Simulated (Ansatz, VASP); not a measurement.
C: VASP beside Ansatz

```xyz
4
Lattice="1.2328 -2.1341 -0.0053 1.2328 2.1341 0.0053 0.0000 0.0170 6.7990" Properties=species:S:1:pos:R:3 pbc="T T T"
C     1.2328    1.7913    5.1037
C     1.2328   -0.3513    1.6989
C     1.2328   -1.7743    1.6953
C     1.2328    0.3683    5.1001
```

Change from the starting cell: strain +0.0050 x Voigt [0, 0, 0, 1, 0, 0], atoms carried along.

Alike in both runs: task single point; functional PBE; dispersion D3(BJ); k mesh 22 × 22 × 8; occupations gaussian, width 0.15 eV; no spin polarisation.

```csv
,VASP,Ansatz
version,VASP 6.6.1,Ansatz 0.2.0
potentials or method,"VASP PAW PBE potentials, release 64 (C), cutoff 520 eV","scalar-relativistic, plane waves, PAW"
valence electrons in the cell,16,16
```

Ansatz gave:

```
gap on the k mesh at the Fermi level (eV)                     : none
pressure (GPa)                                                : 0.0
traceless stress, the component that is largest in VASP (GPa) : 0.02
rms of the force components (eV/Å)                            : 0.004
```

Problem. What did VASP give for the same quantities?

Solution. gap on the k mesh at the Fermi level (eV): none; pressure (GPa): 0.4; traceless stress, the component that is largest in VASP (GPa): -0.50; rms of the force components (eV/Å): 0.003.

Atom by atom the forces differ by 0.000 eV/Å (rms over components). A gap of «none» marks a metal or a gap that the smearing closes.
